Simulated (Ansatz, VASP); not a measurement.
**One calculation of ZnO, two programs**

```
Zn O
1.0
     3.23516    0.00000    0.00000
    -1.61758    2.80173    0.00000
     0.00000    0.00000    5.21108
Zn O
2 2
Direct
  0.33333 0.66667 0.94100
  0.66667 0.33333 0.44100
  0.33333 0.66667 0.44100
  0.66667 0.33333 0.94100
```

Change from the starting cell: polar distortion scaled by 0.00.

Alike in both runs: task single point; functional r2SCAN; k mesh 12 × 12 × 8; no spin polarisation.

|  | VASP | Ansatz |
| --- | --- | --- |
| version | VASP 6.6.1 | Ansatz 0.2.0 |
| potentials or method | VASP PAW PBE potentials, release 64 (Zn, O), cutoff 520 eV | scalar-relativistic, plane waves, PAW |
| occupations | gaussian, width 0.01 eV | fixed |
| valence electrons in the cell | 36 | 36 |

```tsv
	VASP	Ansatz	Ansatz less VASP
gap on the k mesh at the Fermi level (eV)	1.32	1.30	-0.019
least direct gap on the mesh (eV)	1.32	1.30	-0.019
pressure (GPa)	8.9	7.3	-1.59
traceless stress, the component that is largest in VASP (GPa)	-13.09	-11.74	+1.346
```

VASP's potentials were made for PBE, not for r2SCAN.
